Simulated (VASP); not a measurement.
# KF in VASP: further runs

KF is run at these levels: PBE; tasks: single point.

All numbers are computed with VASP 6.6.1; they aren't measurements. Logs are shortened: lines on timing, memory, paths and dates and some standing lists are left out, and cuts for length are marked.

## Step 1: The cell of the first run

The cell holds a wire or tube with vacuum around it, 2 atoms: a = 9.000 Å, b = 9.300 Å, c = 4.782 Å, α = 90.00°, β = 90.00°, γ = 90.00°.

## Step 2: Single point, PBE, collinear spin

File INCAR:

```
SYSTEM = KF
PREC = Accurate
ENCUT = 520
EDIFF = 1E-7
ISMEAR = 0
SIGMA = 0.05
LREAL = .FALSE.
LASPH = .TRUE.
NELM = 150
ALGO = Normal
ISIF = 2
LWAVE = .FALSE.
LCHARG = .FALSE.
ISPIN = 2
MAGMOM = 0.5 0.5
LORBIT = 11
GGA = PE
NBANDS = 19
```

File KPOINTS:

```
regular mesh
0
G
  1 1 13
  0 0 0
```

File POSCAR:

```
KF
1.0
    9.0000000000      0.0000000000      0.0000000000
    0.0000000000      9.3000000000      0.0000000000
    0.0000000000      0.0000000000      4.7822527567
K F
1 1
Direct
    0.5000000000      0.5000000000      0.0000000000
    0.5000000000      0.5000000000      0.5000000000
```

Potentials or basis: VASP PAW PBE potentials, release 64 (K_sv, F).

Started as:

```console
$ cat potpaw_PBE.64/K_sv/POTCAR potpaw_PBE.64/F/POTCAR > POTCAR
$ mpirun -np 1 vasp_std > vasp.out
```

OUTCAR:

```text
SYSTEM = KF
   PREC = Accurate
   ENCUT = 520
   EDIFF = 1E-7
   ISMEAR = 0
   LREAL = .FALSE.
   LASPH = .TRUE.
   NELM = 150
   ISIF = 2
   ISPIN = 2
   LORBIT = 11
   GGA = PE

 ion  position               nearest neighbor table
   1  0.500  0.500  0.000-   2 2.39   2 2.39
   2  0.500  0.500  0.500-   1 2.39   1 2.39

  LATTYP: Found a simple orthorhombic cell.
 ALAT       =     4.7822527567
 B/A-ratio  =     1.8819582439
 C/A-ratio  =     1.9446901854

  Lattice vectors:

 A1 = (   0.0000000000,   0.0000000000,   4.7822527567)
 A2 = (   9.0000000000,   0.0000000000,   0.0000000000)
 A3 = (   0.0000000000,   9.3000000000,   0.0000000000)

Analysis of symmetry for initial positions (statically):
=====================================================================
 Subroutine PRICEL returns:
 Original cell was already a primitive cell.

 Routine SETGRP: Setting up the symmetry group for a
 simple orthorhombic supercell.

 Subroutine GETGRP returns: Found  8 space group operations
 (whereof  8 operations were pure point group operations)
 out of a pool of  8 trial point group operations.

The static configuration has the point symmetry D_2h.

Analysis of symmetry for dynamics (positions and initial velocities):
=====================================================================
 Subroutine PRICEL returns:
 Original cell was already a primitive cell.

 Routine SETGRP: Setting up the symmetry group for a
 simple orthorhombic supercell.

 Subroutine GETGRP returns: Found  8 space group operations
 (whereof  8 operations were pure point group operations)
 out of a pool of  8 trial point group operations.

The dynamic configuration has the point symmetry D_2h.

Analysis of structural, dynamic, and magnetic symmetry:
=====================================================================
 Subroutine PRICEL returns:
 Original cell was already a primitive cell.

 Routine SETGRP: Setting up the symmetry group for a
 simple orthorhombic supercell.

 Subroutine GETGRP returns: Found  8 space group operations
 (whereof  8 operations were pure point group operations)
 out of a pool of  8 trial point group operations.

The overall configuration has the point symmetry D_2h.

 Subroutine INISYM returns: Found  8 space group operations
 (whereof  8 operations are pure point group operations),
 and found     1 'primitive' translations

----------------------------------------------------------------------------------------

                                     Primitive cell

  volume of cell :     400.2746

  direct lattice vectors                    reciprocal lattice vectors
     9.000000000  0.000000000  0.000000000     0.111111111  0.000000000  0.000000000
     0.000000000  9.300000000  0.000000000     0.000000000  0.107526882  0.000000000
     0.000000000  0.000000000  4.782252757     0.000000000  0.000000000  0.209106472

  length of vectors
     9.000000000  9.300000000  4.782252757     0.111111111  0.107526882  0.209106472

  position of ions in fractional coordinates (direct lattice)
     0.500000000  0.500000000  0.000000000
     0.500000000  0.500000000  0.500000000

  ion indices of the primitive-cell ions
   primitive index   ion index
                 1           1
                 2           2

----------------------------------------------------------------------------------------

 KPOINTS: regular mesh

Automatic generation of k-mesh.
 Grid dimensions read from file:
 generate k-points for:    1    1   13

 Generating k-lattice:

  Cartesian coordinates                     Fractional coordinates (reciprocal lattice)
     0.111111111  0.000000000  0.000000000     1.000000000  0.000000000  0.000000000
     0.000000000  0.107526882  0.000000000     0.000000000  1.000000000  0.000000000
     0.000000000  0.000000000  0.016085113     0.000000000  0.000000000  0.076923077

  Length of vectors
     0.111111111  0.107526882  0.016085113

  Shift w.r.t. Gamma in fractional coordinates (k-lattice)
     0.000000000  0.000000000  0.000000000

 Subroutine IBZKPT returns following result:
 ===========================================

 Found      7 irreducible k-points:

 Following reciprocal coordinates:
            Coordinates               Weight
  0.000000  0.000000  0.000000      1.000000
  0.000000  0.000000  0.076923      2.000000
  0.000000  0.000000  0.153846      2.000000
  0.000000  0.000000  0.230769      2.000000
  0.000000  0.000000  0.307692      2.000000
  0.000000  0.000000  0.384615      2.000000
  0.000000  0.000000  0.461538      2.000000
   k-points           NKPTS =      7   k-points in BZ     NKDIM =      7   number of bands    NBANDS=     19
   number of dos      NEDOS =    301   number of ions     NIONS =      2
   total plane-waves  NPLWV = 176400
   dimension x,y,z NGX =    70 NGY =   70 NGZ =   36
   dimension x,y,z NGXF=   140 NGYF=  140 NGZF=   72
   ions per type =               1   1
   NGX,Y,Z   is equivalent  to a cutoff of  12.93, 12.51, 12.51 a.u.
   NGXF,Y,Z  is equivalent  to a cutoff of  25.86, 25.03, 25.03 a.u.
 SYSTEM =  KF
   PREC   = accura    normal or accurate (medium, high low for compatibility)
   ISTART =      0    job   : 0-new  1-cont  2-samecut
   ICHARG =      2    charge: 1-file 2-atom 10-const
   ISPIN  =      2    spin polarized calculation?
   LNONCOLLINEAR =      F non collinear calculations
   LSORBIT =      F    spin-orbit coupling
   LASPH  =      T    aspherical Exc in radial PAW
   ENCUT  =  520.0 eV  38.22 Ry    6.18 a.u.  16.73 17.29  8.89*2*pi/ulx,y,z
   NELM   =    150;   NELMIN=  2; NELMDL= -5     # of ELM steps
   EDIFF  = 0.1E-06   stopping-criterion for ELM
   LREAL  =      F    real-space projection
   EDIFFG = 0.1E-05   stopping-criterion for IOM
   NSW    =      0    number of steps for IOM
   IBRION =     -1    ionic relax: 0-MD 1-quasi-New 2-CG
   NFREE  =      0    steps in history (QN), initial steepest desc. (CG)
   ISIF   =      2    stress and relaxation
   ISYM   =      2    0-nonsym 1-usesym 2-fastsym
   POTIM  = 0.5000    time-step for ionic-motion
   TEBEG  =    0.0;   TEEND  =   0.0 temperature during run
   PSTRESS=    0.0 pullay stress
   NELECT =      16.0000    total number of electrons
   NUPDOWN=      -1.0000    fix difference up-down
   EMIN   =  10.00;   EMAX   =-10.00  energy-range for DOS
   EFERMI =   0.00;   METHOD = LEGACY
   ISMEAR =     0;   SIGMA  =   0.05  broadening in eV -4-tet -1-fermi 0-gaus
   EFERMI_NEDOS =   21; number of points for ismear=-14 and -15
   IALGO  =     38    algorithm
   IMIX   =      4    mixing-type and parameters
     AMIX     =   0.40;   BMIX     =  1.00
     AMIX_MAG =   1.60;   BMIX_MAG =  1.00
  volume/ion in A,a.u.               =     200.14      1350.59
  Fermi-wavevector in a.u.,A,eV,Ry     =   0.559752  1.057778  4.263006  0.313322
  Thomas-Fermi vector in A             =   1.595334
   LORBIT       =     11    0 simple, 1 ext, 2 COOP (PROOUT), +10 PAW based schemes
   GGA     = PE    functional components
   LHFCALC =     F    Hartree Fock is set to
   AEXX    =    0.0000 exact exchange contribution
   IVDW    =     0    specifies the selected vdW correction
   LEPSILON=     F    determine dielectric tensor
   LRPA    =     F    only Hartree local field effects (RPA)
 spin polarized calculation
 Gauss-broadening in eV      SIGMA  =   0.05
  energy-cutoff  :      520.00
  volume of cell :      400.27
 maximum number of plane-waves:     10787
 NGX is ok and might be reduce to    70
   NGX = 33   NGY = 35   NGZ = 17

 number of electron      15.9999991 magnetization       0.0000190

 number of electron      15.9999991 magnetization      -0.0000034

 Free energy of the ion-electron system (eV)
  ---------------------------------------------------
  ext. energy  EPLUGINS =         0.00000000
  ---------------------------------------------------
  free energy    TOTEN  =        -7.37116958 eV

  energy without entropy =       -7.37116958  energy(sigma->0) =       -7.37116958

 E-fermi :  -4.7806     XC(G=0):  -1.5827

 val. band max:       -5.0042678443   @ k =   0.0000   0.0000   0.0000
 cond. band min:      -0.7452931680   @ k =   0.0000   0.0000   0.0000
 fundamental gap:      4.2589746762
 Fermi energy:        -4.7805791170

 spin component 1

 k-point     1 :       0.0000    0.0000    0.0000
  band No.  band energies     occupation
      1     -32.8382      1.00000
      2     -23.7500      1.00000
      3     -16.4716      1.00000
      4     -16.4715      1.00000
      5     -16.2136      1.00000
      6      -5.3045      1.00000
[... 11 lines left out ...]
     18       4.0402      0.00000
     19       4.4003      0.00000
[... 111 lines left out ...]
 k-point     7 :       0.0000    0.0000    0.4615
  band No.  band energies     occupation
      1     -32.8281      1.00000
      2     -23.8699      1.00000
      3     -16.4645      1.00000
      4     -16.4645      1.00000
      5     -15.8224      1.00000
      6      -5.8336      1.00000
[... 11 lines left out ...]
     18       3.1610      0.00000
     19       3.5927      0.00000
 Fermi energy:        -4.7805791170

 spin component 2

 k-point     1 :       0.0000    0.0000    0.0000
  band No.  band energies     occupation
      1     -32.8382      1.00000
      2     -23.7500      1.00000
      3     -16.4716      1.00000
      4     -16.4715      1.00000
      5     -16.2136      1.00000
      6      -5.3045      1.00000
[... 11 lines left out ...]
     18       4.0402      0.00000
     19       4.3996      0.00000
[... 111 lines left out ...]
 k-point     7 :       0.0000    0.0000    0.4615
  band No.  band energies     occupation
      1     -32.8281      1.00000
      2     -23.8699      1.00000
      3     -16.4645      1.00000
      4     -16.4645      1.00000
      5     -15.8224      1.00000
      6      -5.8336      1.00000
[... 11 lines left out ...]
     18       3.1611      0.00000
     19       3.5957      0.00000

------------------------ aborting loop because EDIFF is reached ----------------------------------------

  FORCE on cell =-STRESS in cart. coord.  units (eV):
  Direction    XX          YY          ZZ          XY          YZ          ZX
  --------------------------------------------------------------------------------------
  -------------------------------------------------------------------------------------
  Total       -0.0410640     -0.0424936      0.1330172      0.0000000      0.0000000     -0.0000000
  in kB       -0.1643665     -0.1700888      0.5324272      0.0000000      0.0000000     -0.0000000
  external PRESSURE =       0.0659906 kB  Pullay stress =       0.0000000 kB

 VOLUME and BASIS-vectors are now :
 -----------------------------------------------------------------------------
  energy-cutoff  :      520.00
  volume of cell :      400.27
      direct lattice vectors                 reciprocal lattice vectors
     9.000000000  0.000000000  0.000000000     0.111111111  0.000000000  0.000000000
     0.000000000  9.300000000  0.000000000     0.000000000  0.107526882  0.000000000
     0.000000000  0.000000000  4.782252757     0.000000000  0.000000000  0.209106472

 POSITION                                       TOTAL-FORCE (eV/Angst)
 -----------------------------------------------------------------------------------
      4.50000      4.65000      0.00000         0.000000      0.000000      0.000000
      4.50000      4.65000      2.39113         0.000000      0.000000      0.000000
 -----------------------------------------------------------------------------------
    total drift:                                0.000000      0.000000      0.000000

  FREE ENERGIE OF THE ION-ELECTRON SYSTEM (eV)
  ---------------------------------------------------
  free  energy   TOTEN  =        -7.3711695789 eV

  energy  without entropy=       -7.3711695789  energy(sigma->0) =       -7.37116958

 total charge

# of ion       s       p       d       tot
------------------------------------------
    1        1.955   5.586   0.037   7.578
    2        1.732   4.336   0.000   6.068
--------------------------------------------------
tot          3.687   9.923   0.037  13.647

 magnetization (x)

# of ion       s       p       d       tot
------------------------------------------
    1        0.000  -0.000  -0.000  -0.000
    2        0.000   0.000   0.000   0.000
--------------------------------------------------
tot          0.000   0.000  -0.000   0.000
```

Run time: 1.9 min. Hardware: 1 thread of AMD EPYC 9R45 (Zen 5), shared host; peak memory 0.53 GiB.

What came out:

```yaml
Free_energy: -7.3712 eV
Band_gap_on_the_k_mesh: 4.26 eV
Net_moment: 0.00 μB per cell
Valence_electrons_inside_the_program's_atomic_spheres: K 7.58; F 6.07
```

## Step 3: Single point, PBE, collinear spin

File INCAR:

```
PREC = Accurate
ENCUT = 520
EDIFF = 1E-7
ISMEAR = 0
SIGMA = 0.05
LREAL = F
LASPH = T
NELM = 150
ALGO = Normal
ISIF = 2
LWAVE = F
LCHARG = F
ISPIN = 2
MAGMOM = 0.5 0.5
LORBIT = 11
GGA = PE
NBANDS = 19
```

File KPOINTS:

```
regular mesh
0
Gamma
  1 1 13
```

File POSCAR:

```
KF
1.0
    9.0000000000      0.0000000000      0.0000000000
    0.0000000000      9.3000000000      0.0000000000
    0.0000000000      0.0000000000      4.7846784102
K F
1 1
Direct
    0.5000000000      0.5000000000     -0.0175053336
    0.5000000000      0.5000000000      0.4825053336
```

Potentials or basis: VASP PAW PBE potentials, release 64 (K_sv, F).

Started as:

```console
$ cat potpaw_PBE.64/K_sv/POTCAR potpaw_PBE.64/F/POTCAR > POTCAR
$ mpirun -np 1 vasp_std > vasp.out
```

Run time: 96 s. Hardware: 1 thread of AMD EPYC 9R45 (Zen 5), shared host; peak memory 0.53 GiB.

It converged, with:

* Free energy: -7.3713 eV
* Band gap on the k mesh: 4.26 eV
* Net moment: 0.00 μB per cell
* Valence electrons inside the program's atomic spheres: K 7.58; F 6.07

Levels at points of the mesh, in eV from the valence-band top:
Spin up:
```tsv
k point	band 5	band 6	band 7	band 8	band 9	band 10	band 11	band 12
(0.00, 0.00, 0.00)	-11.21	-0.30	-0.30	0.00	4.26	6.07	6.17	6.23
```
Spin down:
```tsv
k point	band 4	band 5	band 6	band 7	band 8	band 9	band 10	band 11	band 12	band 13
(0.00, 0.00, 0.00)	-11.47	-11.21	-0.30	-0.30	0.00	4.26	6.07	6.17	6.23	6.54
```

## Step 4: Single point, PBE, collinear spin

This run uses another cell than the first one.

File INCAR:

```
SYSTEM = KF
PREC     = Accurate       ! precision mode
ENCUT    = 520            ! plane-wave cutoff, eV
EDIFF    = 1E-6           ! SCF threshold, eV
ISMEAR   = 0              ! smearing method
SIGMA    = 0.05           ! smearing width, eV
LREAL    = .FALSE.        ! projectors in reciprocal space
LASPH    = .TRUE.         ! aspherical terms in the spheres
NELM     = 150            ! most SCF steps
ALGO     = Normal         ! electronic algorithm
ISIF     = 2              ! what is computed and relaxed
LWAVE    = .FALSE.        ! write WAVECAR
LCHARG   = .FALSE.        ! write CHGCAR
ISPIN    = 2              ! spin polarisation
MAGMOM   = 0.5 0.5        ! initial moments
LORBIT   = 11             ! projections on sites
GGA      = PE             ! functional
NBANDS   = 19             ! bands
```

File KPOINTS:

```
Automatic mesh
0
G
  1 1 13
  0 0 0
```

File POSCAR:

```
KF
1.0
    9.0000000000      0.0000000000      0.0000000000
    0.0000000000      9.3000000000      0.0000000000
    0.0000000000      0.0000000000      4.8768595722
K F
1 1
Direct
    0.5000000000      0.5000000000      0.0000000000
    0.5000000000      0.5000000000      0.5000000000
```

Started as:

```console
$ cat potpaw_PBE.64/K_sv/POTCAR potpaw_PBE.64/F/POTCAR > POTCAR
$ mpirun -np 1 vasp_std > vasp.out
```

Run time: 91 s. Hardware: 1 thread of AMD EPYC 9R45 (Zen 5), shared host; peak memory 0.54 GiB.

It converged, with:

```yaml
Free_energy: -7.3650 eV
Band_gap_on_the_k_mesh: 4.27 eV
Net_moment: 0.00 μB per cell
Valence_electrons_inside_the_program's_atomic_spheres: K 7.57; F 6.06
```

Levels at points of the mesh, in eV from the valence-band top:
Spin up:
```csv
k point,band 6,band 7,band 8,band 9,band 10,band 11
"(0.00, 0.00, 0.00)",-0.20,-0.20,0.00,4.27,6.08,6.18
```
Spin down:
| k point | band 5 | band 6 | band 7 | band 8 | band 9 | band 10 | band 11 | band 12 |
| --- | --- | --- | --- | --- | --- | --- | --- | --- |
| (0.00, 0.00, 0.00) | -11.29 | -0.20 | -0.20 | 0.00 | 4.28 | 6.09 | 6.19 | 6.25 |

[end of part 1 of 2]
